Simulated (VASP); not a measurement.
A run of VASP 6.6.1:

File INCAR:

```
SYSTEM = LuBeSi4
PREC = Accurate
ENCUT = 600
EDIFF = 1E-6
ISMEAR = 0
SIGMA = 0.1
LREAL = .False.
LASPH = .True.
NELM = 100
ALGO = Normal
ISIF = 3
LWAVE = .False.
LCHARG = .False.
GGA = PE
IBRION = 2
NSW = 90
EDIFFG = -0.04
```

The input KPOINTS:

```
Automatic mesh
0
Gamma
  6 6 2
  0 0 0
```

The input POSCAR:

```
LuBeSi4
1.0
    4.1236800300      0.0000000000      0.0000000000
   -2.0618400200      3.5712116700      0.0000000000
    0.0000000000      0.0000000000      7.5865361400
Lu Be Si
1 1 4
Direct
    0.0000000000      0.0000000000      0.5000000000
    0.0000000000      0.0000000000      0.0000000000
    0.0000000000      0.0000000000      0.2107999200
    0.0000000000      0.0000000000      0.7892000800
    0.3333333300      0.6666666700      0.5000000000
    0.6666666700      0.3333333300      0.5000000000
```

Potentials or basis: VASP PAW PBE potentials, release 64 (Lu, Be, Si).

Launch:

```bash
$ cat potpaw_PBE.64/Lu/POTCAR potpaw_PBE.64/Be/POTCAR potpaw_PBE.64/Si/POTCAR > POTCAR
$ mpirun -np 1 vasp_std > vasp.out
```

Hardware: 1 thread of AMD EPYC 9R45 96-Core Processor (Zen 5) (shared host).

Problem. How long does it take, and how much memory?

Solution. It took 8.4 min on 1 thread of AMD EPYC 9R45 96-Core Processor (Zen 5) (shared host), peak memory 0.3 GiB. Counts: scf iterations 187, k points 14, ion steps 13.
